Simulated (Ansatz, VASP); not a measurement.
## One calculation of Pb, two programs

The input INCAR:

```
PREC = Accurate ; ENCUT = 520
EDIFF = 1E-6 ; ISMEAR = -1
SIGMA = 0.05 ; LREAL = F
LASPH = T ; NELM = 80
ALGO = Normal ; ISIF = 2
LWAVE = F ; LCHARG = T
LELF = T ; LVHAR = T
NBANDS = 21
```

Contents of KPOINTS:

```
regular mesh
0
Gamma
  8 8 8
```

File POSCAR:

```
Pb
1.0
    0.0000000000      3.5077800566      3.4390000555
    3.5077800566      0.0000000000      3.4390000555
    3.5077800566      3.5077800566      0.0000000000
Pb
2
Direct
    0.0000000000      0.0000000000      0.0000000000
    0.2500000000      0.2500000000      0.2500000000
```

Input for Ansatz:

```yaml
crystal:
  lattice:
    - [0.0, 3.5077800566, 3.4390000555]
    - [3.5077800566, 0.0, 3.4390000555]
    - [3.5077800566, 3.5077800566, 0.0]
  atoms:
    - { symbol: Pb, position: [0.0, 0.0, 0.0] }
    - { symbol: Pb, position: [0.25, 0.25, 0.25] }
kpoints:
  mp_grid: { grid: [8, 8, 8] }
  band_path:
    path:
      - [0.0, 0.0, 0.0]
      - [0.0, 0.5, 0.5]
      - [0.25, 0.75, 0.5]
      - [0.0, 0.5, 0.0]
      - [0.0, 0.0, 0.0]
      - [0.5, 0.5, 0.0]
      - [0.38005, 0.61995, 0.0]
      - [-0.38005, 0.38005, 0.0]
      - [0.0, 0.0, 0.0]
    npoints: 5
scf:
  occupations: { method: fermi_dirac, width: 0.05 }
hamiltonian:
  xc: lda
  pseudopotentials: { kind: all_electron, lapw: { basis_error: 0.00025 } }
output:
  forces: true
  stress: true
  eigenvalues: true
```

Change from the starting cell: equal xx and yy strain of +2 %.

Alike in both runs: task single point; functional LDA; k mesh 8 × 8 × 8; occupations fermi-dirac, width 0.05 eV; no spin polarisation.

```csv
,VASP,Ansatz
version,VASP 6.6.1,Ansatz 0.2.0
potentials or method,"VASP PAW LDA potentials, release 64 (Pb_d), cutoff 520 eV","all-electron LAPW, scalar-relativistic"
```

```tsv
	VASP	Ansatz	Ansatz less VASP
pressure (GPa)	-1.9	-1.8	+0.03
traceless stress, the component that is largest in VASP (GPa)	0.17	0.17	0.000
```

LDA's correlation is that of Perdew and Zunger in VASP and of Perdew and Wang (1992) in Ansatz. Ansatz ran all-electron here, and VASP with PAW potentials.

Neither program's run includes spin-orbit coupling.
